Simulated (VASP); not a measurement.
# Ge (Fd-3m) in VASP: further runs

Runs on Ge. Level: PBE. Tasks: single point.

All numbers are computed with VASP 6.6.1; they aren't measurements. Logs are shortened: lines on timing, memory, paths and dates and some standing lists are left out, and cuts for length are marked.

## Step 1: The cell of the first run

Symmetry: Fd-3m, No. 227, cubic system. The conventional cell has a = 5.772 Å, b = 5.772 Å, c = 5.772 Å, α = 90.00°, β = 90.00°, γ = 90.00°. Ge (site symmetry -43m) has 4 Ge at 2.50 Å within 3.3 Å.

## Step 2: Single point, PBE

Contents of INCAR:

```
SYSTEM = Ge
PREC     = Accurate       ! precision mode
ENCUT    = 520            ! plane-wave cutoff, eV
EDIFF    = 1E-6           ! SCF threshold, eV
ISMEAR   = -1             ! smearing method
SIGMA    = 0.05           ! smearing width, eV
LREAL    = .False.        ! projectors in reciprocal space
LASPH    = .True.         ! aspherical terms in the spheres
NELM     = 100            ! most SCF steps
ALGO     = Normal         ! electronic algorithm
ISIF     = 2              ! what is computed and relaxed
LWAVE    = .False.        ! write WAVECAR
LCHARG   = .True.         ! write CHGCAR
GGA      = PE             ! functional
LELF     = .True.         ! ELF
LVHAR    = .True.       
NBANDS   = 21             ! bands
```

Contents of KPOINTS:

```
Automatic mesh
0
Gamma
  5 5 5
  0 0 0
```

Contents of POSCAR:

```
Ge
1.0
    0.0000000000      2.8859759802      2.8859759802
    2.8859759802      0.0000000000      2.8859759802
    2.8859759802      2.8859759802      0.0000000000
Ge
2
Direct
    0.5000000000      0.5000000000      0.5000000000
    0.7500000000      0.7500000000      0.7500000000
```

Potentials or basis: VASP PAW PBE potentials, release 64 (Ge_d).

The run is started by

```sh
> cat potpaw_PBE.64/Ge_d/POTCAR > POTCAR
> mpirun -np 1 vasp_std > vasp.out
```

OUTCAR:

```text
SYSTEM = Ge
   PREC = Accurate
   ENCUT = 520
   EDIFF = 1E-6
   ISMEAR = -1
   LREAL = .False.
   LASPH = .True.
   NELM = 100
   ISIF = 2
   GGA = PE

 ion  position               nearest neighbor table
   1  0.500  0.500  0.500-   2 2.50   2 2.50   2 2.50   2 2.50
   2  0.750  0.750  0.750-   1 2.50   1 2.50   1 2.50   1 2.50

  LATTYP: Found a face centered cubic cell.
 ALAT       =     5.7719519604

  Lattice vectors:

 A1 = (   0.0000000000,   2.8859759802,   2.8859759802)
 A2 = (   2.8859759802,   0.0000000000,   2.8859759802)
 A3 = (   2.8859759802,   2.8859759802,   0.0000000000)

Analysis of symmetry for initial positions (statically):
=====================================================================
 Subroutine PRICEL returns:
 Original cell was already a primitive cell.

 Routine SETGRP: Setting up the symmetry group for a
 face centered cubic supercell.

 Subroutine GETGRP returns: Found 48 space group operations
 (whereof 24 operations were pure point group operations)
 out of a pool of 48 trial point group operations.

The static configuration has the point symmetry T_d .
 The point group associated with its full space group is O_h .

Analysis of symmetry for dynamics (positions and initial velocities):
=====================================================================
 Subroutine PRICEL returns:
 Original cell was already a primitive cell.

 Routine SETGRP: Setting up the symmetry group for a
 face centered cubic supercell.

 Subroutine GETGRP returns: Found 48 space group operations
 (whereof 24 operations were pure point group operations)
 out of a pool of 48 trial point group operations.

The dynamic configuration has the point symmetry T_d .
 The point group associated with its full space group is O_h .

 Subroutine INISYM returns: Found 48 space group operations
 (whereof 24 operations are pure point group operations),
 and found     1 'primitive' translations

----------------------------------------------------------------------------------------

                                     Primitive cell

  volume of cell :      48.0738

  direct lattice vectors                    reciprocal lattice vectors
     0.000000000  2.885975980  2.885975980    -0.173251615  0.173251615  0.173251615
     2.885975980  0.000000000  2.885975980     0.173251615 -0.173251615  0.173251615
     2.885975980  2.885975980  0.000000000     0.173251615  0.173251615 -0.173251615

  length of vectors
     4.081386372  4.081386372  4.081386372     0.300080600  0.300080600  0.300080600

  position of ions in fractional coordinates (direct lattice)
     0.500000000  0.500000000  0.500000000
     0.750000000  0.750000000  0.750000000

  ion indices of the primitive-cell ions
   primitive index   ion index
                 1           1
                 2           2

----------------------------------------------------------------------------------------

 KPOINTS: Automatic mesh

Automatic generation of k-mesh.
 Grid dimensions read from file:
 generate k-points for:    5    5    5

 Generating k-lattice:

  Cartesian coordinates                     Fractional coordinates (reciprocal lattice)
    -0.034650323  0.034650323  0.034650323     0.200000000  0.000000000  0.000000000
     0.034650323 -0.034650323  0.034650323     0.000000000  0.200000000  0.000000000
     0.034650323  0.034650323 -0.034650323     0.000000000  0.000000000  0.200000000

  Length of vectors
     0.060016120  0.060016120  0.060016120

  Shift w.r.t. Gamma in fractional coordinates (k-lattice)
     0.000000000  0.000000000  0.000000000

 Subroutine IBZKPT returns following result:
 ===========================================

 Found     10 irreducible k-points:

 Following reciprocal coordinates:
            Coordinates               Weight
  0.000000  0.000000  0.000000      1.000000
  0.200000  0.000000  0.000000      8.000000
  0.400000  0.000000  0.000000      8.000000
  0.200000  0.200000  0.000000      6.000000
  0.400000  0.200000  0.000000     24.000000
 -0.400000  0.200000  0.000000     24.000000
 -0.200000  0.200000  0.000000     12.000000
  0.400000  0.400000  0.000000      6.000000
 -0.400000  0.400000  0.000000     12.000000
 -0.400000  0.400000  0.200000     24.000000
   k-points           NKPTS =     10   k-points in BZ     NKDIM =     10   number of bands    NBANDS=     21
   number of dos      NEDOS =    301   number of ions     NIONS =      2
   total plane-waves  NPLWV =  27000
   dimension x,y,z NGX =    30 NGY =   30 NGZ =   30
   dimension x,y,z NGXF=    60 NGYF=   60 NGZF=   60
   ions per type =               2
   NGX,Y,Z   is equivalent  to a cutoff of  12.22, 12.22, 12.22 a.u.
   NGXF,Y,Z  is equivalent  to a cutoff of  24.44, 24.44, 24.44 a.u.
 SYSTEM =  Ge
   PREC   = accura    normal or accurate (medium, high low for compatibility)
   ISTART =      0    job   : 0-new  1-cont  2-samecut
   ICHARG =      2    charge: 1-file 2-atom 10-const
   ISPIN  =      1    spin polarized calculation?
   LNONCOLLINEAR =      F non collinear calculations
   LSORBIT =      F    spin-orbit coupling
   LASPH  =      T    aspherical Exc in radial PAW
   ENCUT  =  520.0 eV  38.22 Ry    6.18 a.u.   7.59  7.59  7.59*2*pi/ulx,y,z
   NELM   =    100;   NELMIN=  2; NELMDL= -5     # of ELM steps
   EDIFF  = 0.1E-05   stopping-criterion for ELM
   LREAL  =      F    real-space projection
   EDIFFG = 0.1E-04   stopping-criterion for IOM
   NSW    =      0    number of steps for IOM
   IBRION =     -1    ionic relax: 0-MD 1-quasi-New 2-CG
   NFREE  =      0    steps in history (QN), initial steepest desc. (CG)
   ISIF   =      2    stress and relaxation
   ISYM   =      2    0-nonsym 1-usesym 2-fastsym
   POTIM  = 0.5000    time-step for ionic-motion
   TEBEG  =    0.0;   TEEND  =   0.0 temperature during run
   PSTRESS=    0.0 pullay stress
   NELECT =      28.0000    total number of electrons
   NUPDOWN=      -1.0000    fix difference up-down
   EMIN   =  10.00;   EMAX   =-10.00  energy-range for DOS
   EFERMI =   0.00;   METHOD = LEGACY
   ISMEAR =    -1;   SIGMA  =   0.05  broadening in eV -4-tet -1-fermi 0-gaus
   EFERMI_NEDOS =   21; number of points for ismear=-14 and -15
   IALGO  =     38    algorithm
   IMIX   =      4    mixing-type and parameters
     AMIX     =   0.40;   BMIX     =  1.00
     AMIX_MAG =   1.60;   BMIX_MAG =  1.00
  volume/ion in A,a.u.               =      24.04       162.21
  Fermi-wavevector in a.u.,A,eV,Ry     =   1.367177  2.583590 25.431648  1.869173
  Thomas-Fermi vector in A             =   2.493253
   LORBIT       =      0    0 simple, 1 ext, 2 COOP (PROOUT), +10 PAW based schemes
   GGA     = PE    functional components
   LHFCALC =     F    Hartree Fock is set to
   AEXX    =    0.0000 exact exchange contribution
   IVDW    =     0    specifies the selected vdW correction
   LEPSILON=     F    determine dielectric tensor
   LRPA    =     F    only Hartree local field effects (RPA)
 non-spin polarized calculation
  energy-cutoff  :      520.00
  volume of cell :       48.07
 maximum number of plane-waves:      1307
 NGX is ok and might be reduce to    30
   NGX = 15   NGY = 15   NGZ = 15

 number of electron      27.9999975 magnetization

 Free energy of the ion-electron system (eV)
  ---------------------------------------------------
  ext. energy  EPLUGINS =         0.00000000
  ---------------------------------------------------
  free energy    TOTEN  =        -8.94071487 eV

  energy without entropy =       -8.93700208  energy(sigma->0) =       -8.93885848

 E-fermi :   4.4240     XC(G=0):  -9.6288

 val. band max:        3.9465509866   @ k =   0.0000   0.0000   0.0000
 cond. band min:       4.4449900182   @ k =   0.0000   0.0000   0.0000
 fundamental gap:      0.4984390316
 Fermi energy:         4.4239928553

 k-point     1 :       0.0000    0.0000    0.0000
  band No.  band energies     occupation
      1     -20.2848      2.00000
      2     -20.2848      2.00000
      3     -20.2848      2.00000
      4     -20.2533      2.00000
      5     -20.2533      2.00000
      6     -20.0728      2.00000
[... 13 lines left out ...]
     20      13.7584      0.00000
     21      13.7584      0.00000

 k-point     2 :       0.2000    0.0000    0.0000
  band No.  band energies     occupation
      1     -20.2972      2.00000
      2     -20.2972      2.00000
      3     -20.2796      2.00000
      4     -20.2347      2.00000
      5     -20.2347      2.00000
      6     -20.0920      2.00000
[... 13 lines left out ...]
     20      12.6218      0.00000
     21      12.6218      0.00000

 k-point     3 :       0.4000    0.0000    0.0000
  band No.  band energies     occupation
      1     -20.3052      2.00000
      2     -20.3052      2.00000
      3     -20.2708      2.00000
      4     -20.2191      2.00000
      5     -20.2191      2.00000
      6     -20.1036      2.00000
[... 13 lines left out ...]
     20      14.1064      0.00000
     21      14.1064      0.00000

 k-point     4 :       0.2000    0.2000    0.0000
  band No.  band energies     occupation
      1     -20.2960      2.00000
      2     -20.2960      2.00000
      3     -20.2916      2.00000
      4     -20.2345      2.00000
      5     -20.2114      2.00000
      6     -20.1285      2.00000
[... 13 lines left out ...]
     20      13.2641      0.00000
     21      14.4167      0.00000

 k-point     5 :       0.4000    0.2000    0.0000
  band No.  band energies     occupation
      1     -20.3160      2.00000
      2     -20.3060      2.00000
      3     -20.2669      2.00000
      4     -20.2124      2.00000
      5     -20.1885      2.00000
      6     -20.1507      2.00000
[... 13 lines left out ...]
     20      14.3814      0.00000
     21      15.3729      0.00000

 k-point     6 :      -0.4000    0.2000    0.0000
  band No.  band energies     occupation
      1     -20.3231      2.00000
      2     -20.3123      2.00000
      3     -20.2459      2.00000
      4     -20.2020      2.00000
      5     -20.1949      2.00000
      6     -20.1310      2.00000
[... 13 lines left out ...]
     20      13.6346      0.00000
     21      15.0314      0.00000

 k-point     7 :      -0.2000    0.2000    0.0000
  band No.  band energies     occupation
      1     -20.3099      2.00000
      2     -20.3098      2.00000
      3     -20.2613      2.00000
      4     -20.2257      2.00000
      5     -20.2063      2.00000
      6     -20.1204      2.00000
[... 13 lines left out ...]
     20      14.0226      0.00000
     21      14.4869      0.00000

 k-point     8 :       0.4000    0.4000    0.0000
  band No.  band energies     occupation
      1     -20.3118      2.00000
      2     -20.3118      2.00000
      3     -20.2663      2.00000
      4     -20.2047      2.00000
      5     -20.1860      2.00000
      6     -20.1415      2.00000
[... 13 lines left out ...]
     20      16.3992      0.00000
     21      16.4630      0.00000

 k-point     9 :      -0.4000    0.4000    0.0000
  band No.  band energies     occupation
      1     -20.3261      2.00000
      2     -20.3148      2.00000
      3     -20.2378      2.00000
      4     -20.2028      2.00000
      5     -20.1630      2.00000
      6     -20.1527      2.00000
[... 13 lines left out ...]
     20      14.6660      0.00000
     21      17.0421      0.00000

 k-point    10 :      -0.4000    0.4000    0.2000
  band No.  band energies     occupation
      1     -20.3247      2.00000
      2     -20.3202      2.00000
      3     -20.2323      2.00000
      4     -20.1882      2.00000
      5     -20.1778      2.00000
      6     -20.1596      2.00000
[... 13 lines left out ...]
     20      14.5526      0.00000
     21      17.1398      0.00000

------------------------ aborting loop because EDIFF is reached ----------------------------------------

  FORCE on cell =-STRESS in cart. coord.  units (eV):
  Direction    XX          YY          ZZ          XY          YZ          ZX
  --------------------------------------------------------------------------------------
  -------------------------------------------------------------------------------------
  Total       -0.0231207     -0.0231207     -0.0231207     -0.0000000      0.0000000     -0.0000000
  in kB       -0.7705536     -0.7705536     -0.7705536     -0.0000000      0.0000000     -0.0000000
  external PRESSURE =      -0.7705536 kB  Pullay stress =       0.0000000 kB

 VOLUME and BASIS-vectors are now :
 -----------------------------------------------------------------------------
  energy-cutoff  :      520.00
  volume of cell :       48.07
      direct lattice vectors                 reciprocal lattice vectors
     0.000000000  2.885975980  2.885975980    -0.173251615  0.173251615  0.173251615
     2.885975980  0.000000000  2.885975980     0.173251615 -0.173251615  0.173251615
     2.885975980  2.885975980  0.000000000     0.173251615  0.173251615 -0.173251615

 POSITION                                       TOTAL-FORCE (eV/Angst)
 -----------------------------------------------------------------------------------
      2.88598      2.88598      2.88598         0.000000      0.000000      0.000000
      4.32896      4.32896      4.32896        -0.000000     -0.000000     -0.000000
 -----------------------------------------------------------------------------------
    total drift:                                0.000000     -0.000000     -0.000000

  FREE ENERGIE OF THE ION-ELECTRON SYSTEM (eV)
  ---------------------------------------------------
  free  energy   TOTEN  =        -8.9407148743 eV

  energy  without entropy=       -8.9370020846  energy(sigma->0) =       -8.93885848
```

Wall time 15 s (1 thread of Intel Xeon 6975P-C, shared host); peak memory 0.16 GiB.

What came out:

```yaml
Free_energy: -8.9407 eV
Pressure: -0.1 GPa
Band_gap_on_the_k_mesh: zero (filled and empty bands touch)
```

Levels at points of the mesh, in eV from the Fermi level:
| k point | band 11 | band 12 | band 13 | band 14 | band 15 | band 16 | band 17 | band 18 |
| --- | --- | --- | --- | --- | --- | --- | --- | --- |
| (0.00, 0.00, 0.00) | -12.31 | -0.48 | 0.02 | 0.02 | 0.02 | 2.54 | 2.54 | 2.54 |

Caveat: the k points lie up to 0.38 Å⁻¹ apart.

[end of part 1 of 2]
